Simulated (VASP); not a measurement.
**ZnSe: single point with PBE**

The system is ZnSe.

```xyz
2
Lattice="0.0000 2.7396 2.8519 2.8519 0.0000 2.8519 2.8519 2.7396 0.0000" Properties=species:S:1:pos:R:3 pbc="T T T"
Zn    0.0000    0.0000    0.0000
Se    4.2779    4.1093    4.2779
```

This cell differs from its parent crystal: volume 22.282 Å^3 an atom, c/a of the conventional cell 0.9606.

```yaml
Program: VASP 6.6.1
Task: single point
Functional: PBE
Potentials_or_basis: VASP PAW PBE potentials, release 64 (Zn, Se)
Cutoff: 520 eV
k_mesh: 10 × 10 × 10
Occupations: gaussian, width 0.05 eV
Spin: no spin polarisation
```

```json
{
  "Pressure": "3.8 GPa",
  "Band gap on the k mesh": "1.28 eV, direct"
}
```

Stress tensor (GPa, compression positive):
```
3.36 0.00 0.00
0.00 4.57 0.00
0.00 0.00 3.36
```

Levels at points of the mesh, in eV from the valence-band top:
| k point | band 5 | band 6 | band 7 | band 8 | band 9 | band 10 | band 11 | band 12 | band 13 | band 14 |
| --- | --- | --- | --- | --- | --- | --- | --- | --- | --- | --- |
| (0.00, 0.00, 0.00) | -6.33 | -6.32 | -0.14 | -0.14 | 0.00 | 1.28 | 5.70 | 5.72 | 5.72 | 9.92 |
| (0.50, 0.00, 0.00) | -6.30 | -6.16 | -5.45 | -1.10 | -0.87 | 2.47 | 6.13 | 6.48 | 8.56 | 10.96 |
| (0.50, 0.50, 0.00) | -6.28 | -6.16 | -5.01 | -2.31 | -2.23 | 2.91 | 3.50 | 10.66 | 11.05 | 11.46 |
| (0.50, 0.00, 0.50) | -6.27 | -6.11 | -4.78 | -2.49 | -2.49 | 2.73 | 3.11 | 11.05 | 11.28 | 11.28 |

It took 35 s on 1 thread of AMD EPYC 9R45 96-Core Processor (Zen 5), with other jobs on the host, peak memory 0.19 GiB.
